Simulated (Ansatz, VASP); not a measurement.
**SiC: VASP beside Ansatz**

```
CELL_PARAMETERS angstrom
3.09500 0.00000 0.00000
-1.54750 2.68035 0.00000
0.00000 0.00000 15.17000
ATOMIC_POSITIONS crystal
Si 0.00000 0.00000 0.12500
Si 0.00000 0.00000 0.62500
Si 0.33333 0.66667 0.29170
Si 0.66667 0.33333 0.79170
Si 0.33333 0.66667 0.95830
Si 0.66667 0.33333 0.45830
C 0.00000 0.00000 0.00000
C 0.00000 0.00000 0.50000
C 0.33333 0.66667 0.16670
C 0.66667 0.33333 0.66670
C 0.33333 0.66667 0.83330
C 0.66667 0.33333 0.33330
```

Alike in both runs: task relaxation of the atoms; functional PBE; k mesh 10 × 10 × 2; occupations fermi-dirac, width 0.02 eV; no spin polarisation.

```csv
,VASP,Ansatz
version,VASP 6.6.1,Ansatz 0.2.0
potentials or method,"VASP PAW PBE potentials, release 64 (Si, C)","plane-wave PAW, scalar-relativistic"
plane-wave cutoff (eV),520,420
valence electrons in the cell,48,48
```

|  | VASP | Ansatz | Ansatz less VASP |
| --- | --- | --- | --- |
| gap on the k mesh at the Fermi level, each at its own relaxed structure (eV) | 2.03 | 2.03 | +0.001 |

Ansatz's warnings: stress scf threshold loose.
